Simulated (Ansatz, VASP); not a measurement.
This is a calculation of NaI for Ansatz 0.2.0.

Contents of input.yaml:

```yaml
crystal:
  lattice:
    - [0.0, 3.2578337372, 3.2578337372]
    - [3.2578337372, 0.0, 3.2578337372]
    - [3.2578337372, 3.2578337372, 0.0]
  atoms:
    - { symbol: I, position: [0.5, 0.5, 0.5] }
    - { symbol: Na, position: [0.0, 0.0, 0.0] }
hamiltonian:
  xc: lda
  pseudopotentials: { kind: paw }
kpoints:
  mp_grid: { grid: [6, 6, 6] }
scf:
  occupations: { method: fermi_dirac, width: 0.05 }
output:
  forces: true
  stress: true
  eigenvalues: true
```

Potentials or basis: Ansatz PAW.

Launch:

```sh
$ ansatz run input.yaml --threads 1 --pin off --max-ram 3584MiB --backend cpu --events-out ev --progress --plain --runs-dir out
```

Task: Translate it to VASP 6.6.1. Potentials there: VASP PAW LDA potentials, release 64 (I, Na_pv).

Result: As run (the cutoff follows the program's own potentials):

The input INCAR:

```
PREC = Accurate ; ENCUT = 520
EDIFF = 1E-6 ; ISMEAR = -1
SIGMA = 0.05 ; LREAL = False
LASPH = True ; NELM = 80
ALGO = Normal ; ISIF = 2
LWAVE = False ; LCHARG = False
NBANDS = 14
```

Contents of KPOINTS:

```
regular mesh
0
Gamma
  6 6 6
```

The input POSCAR:

```
NaI
1.0
    0.0000000000      3.2578337372      3.2578337372
    3.2578337372      0.0000000000      3.2578337372
    3.2578337372      3.2578337372      0.0000000000
I Na
1 1
Direct
    0.5000000000      0.5000000000      0.5000000000
    0.0000000000      0.0000000000      0.0000000000
```

Potentials or basis: VASP PAW LDA potentials, release 64 (I, Na_pv).

Launch:

```sh
$ cat potpaw_LDA.64/I/POTCAR potpaw_LDA.64/Na_pv/POTCAR > POTCAR
$ mpirun -np 1 vasp_std > vasp.out
```

Both were run:

|  | VASP | Ansatz | Ansatz less VASP |
| --- | --- | --- | --- |
| gap on the k mesh at the Fermi level (eV) | 3.29 | 3.28 | -0.012 |
| least direct gap on the mesh (eV) | 3.29 | 3.28 | -0.012 |
| pressure (GPa) | -1.8 | -1.9 | -0.02 |

LDA's correlation is that of Perdew and Zunger in VASP and of Perdew and Wang (1992) in Ansatz. VASP's potentials hold 14 valence electrons a cell and Ansatz's 26, so a difference there can come from the potentials and not from the codes.

Spin-orbit coupling is off throughout.
